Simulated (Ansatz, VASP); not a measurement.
# One calculation of C, two programs

```
C
1.0
     1.23250    0.71158    3.36139
    -1.23250    0.71158    3.36139
     0.00000   -1.42317    3.36139
C
2
Cartesian
  0.0000 0.0600 1.7513
  0.0000 -0.0600 8.3329
```

Change from the starting cell: mode 4 frozen in at +0.071 Å and mode 6 at +0.060 Å (largest displacements).

Alike in both runs: task single point; functional PBE; dispersion D3(BJ); k mesh 15 × 15 × 15; occupations gaussian, width 0.05 eV; no spin polarisation.

```csv
,VASP,Ansatz
version,VASP 6.6.1,Ansatz 0.2.0
potentials or method,"VASP PAW PBE potentials, release 64 (C), cutoff 520 eV","scalar-relativistic, plane waves, PAW"
valence electrons in the cell,8,8
```

|  | VASP | Ansatz | Ansatz less VASP |
| --- | --- | --- | --- |
| gap on the k mesh at the Fermi level (eV) | 0.58 | 0.58 | 0.000 |
| least direct gap on the mesh (eV) | 0.71 | 0.71 | +0.001 |
| pressure (GPa) | 4.7 | 4.3 | -0.36 |
| traceless stress, the component that is largest in VASP (GPa) | 13.93 | 13.48 | -0.452 |
| rms of the force components (eV/Å) | 3.296 | 3.292 | -0.0037 |

Atom by atom the forces differ by 0.006 eV/Å (rms over components).
